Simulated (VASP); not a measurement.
Set up this calculation in VASP 6.6.1, as the native input.

```yaml
Task: single point
Functional: r2SCAN
Potentials_or_basis: VASP PAW PBE potentials, release 64 (Ir)
Cutoff: 550 eV
k_mesh: 12 × 12 × 12
Occupations: methfessel-paxton, width 0.05 eV
Spin: no spin polarisation
Dipole_correction: no
Further_INCAR_settings: ALGO = Normal; EDIFF = 1e-06; NBANDS = 10
```

Crystal: Ir.

```xyz
1
Lattice="0.0000 1.9156 1.9156 1.9156 0.0000 1.9156 1.9156 1.9156 0.0000" Properties=species:S:1:pos:R:3 pbc="T T T"
Ir    0.0000    0.0000    0.0000
```

The input as run:

POSCAR

```
Ir
1.0
    0.0000000000      1.9156000000      1.9156000000
    1.9156000000      0.0000000000      1.9156000000
    1.9156000000      1.9156000000      0.0000000000
Ir
1
Direct
    0.0000000000      0.0000000000      0.0000000000
```

INCAR.step1

```
SYSTEM = Ir
PREC = Accurate ; ENCUT = 550
ISMEAR = 1 ; SIGMA = 0.05
LREAL = .FALSE. ; LASPH = .TRUE.
NELM = 120 ; NBANDS = 10
GGA = PE ; ALGO = Normal
EDIFF = 1E-5 ; LWAVE = .TRUE.
LCHARG = .FALSE. ; GGA_COMPAT = .FALSE.
```

INCAR.step2

```
SYSTEM = Ir
PREC = Accurate ; ENCUT = 550
EDIFF = 1E-6 ; ISMEAR = 1
SIGMA = 0.05 ; LREAL = .FALSE.
LASPH = .TRUE. ; NELM = 120
ALGO = Normal ; ISIF = 2
LWAVE = .FALSE. ; LCHARG = .TRUE.
METAGGA = R2SCAN ; LMIXTAU = .TRUE.
LELF = .TRUE. ; LVHAR = .TRUE.
NBANDS = 10 ; ISTART = 1
GGA_COMPAT = .FALSE.
```

KPOINTS

```
Automatic mesh
0
G
  12 12 12
  0 0 0
```

Potentials or basis: VASP PAW PBE potentials, release 64 (Ir).

Run with:

```bash
$ cat potpaw_PBE.64/Ir/POTCAR > POTCAR
$ cp INCAR.step1 INCAR
$ mpirun -np 1 vasp_std > vasp.out
$ cp INCAR.step2 INCAR
$ mpirun -np 1 vasp_std > vasp.out
```

Results of the run:

```json
{
  "Pressure": "6.2 GPa"
}
```

Caveat: the PAW data sets were made with another functional, which shifts forces and pressure a little.

Run time: 48 s on 1 thread of Intel(R) Xeon(R) Platinum 8175M CPU @ 2.50GHz (Skylake/Cascade Lake), with other jobs on the host, peak memory 0.16 GiB.
